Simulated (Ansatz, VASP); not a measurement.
## ScGa3P2: VASP beside Ansatz

```
Sc Ga P
1.0
     5.06898    0.00000    0.00000
     0.00000    5.06898    0.00000
     0.00000    0.00000    5.40847
Sc Ga P
1 3 2
Direct
  0.50000 0.50000 0.00000
  0.50000 0.50000 0.50000
  0.00000 0.00000 0.24612
  0.00000 0.00000 0.75388
  0.00000 0.50000 0.00000
  0.50000 0.00000 0.00000
```

Alike in both runs: functional PBE; k mesh 8 × 8 × 8; occupations gaussian, width 0.1 eV; no spin polarisation.

Ansatz relaxed the structure, and its values are those at the end. VASP's run is a single point on that final structure, the one shown.

|  | VASP | Ansatz |
| --- | --- | --- |
| version | VASP 6.6.1 | Ansatz 0.2.0 |
| potentials or method | VASP PAW PBE potentials, release 64 (Sc_sv, Ga_d, P), cutoff 520 eV | scalar-relativistic, plane waves, PAW |
| valence electrons in the cell | 60 | 60 |

Ansatz gave:

```
gap on the k mesh at the Fermi level (eV) : none
pressure (GPa)                            : 0.0
```

Q: What did VASP give for the same quantities?

A: gap on the k mesh at the Fermi level (eV): none; pressure (GPa): 0.1.

A gap of «none» marks a metal or a gap that the smearing closes. With one functional, cell and mesh, what is left measures potentials, basis and numerics.
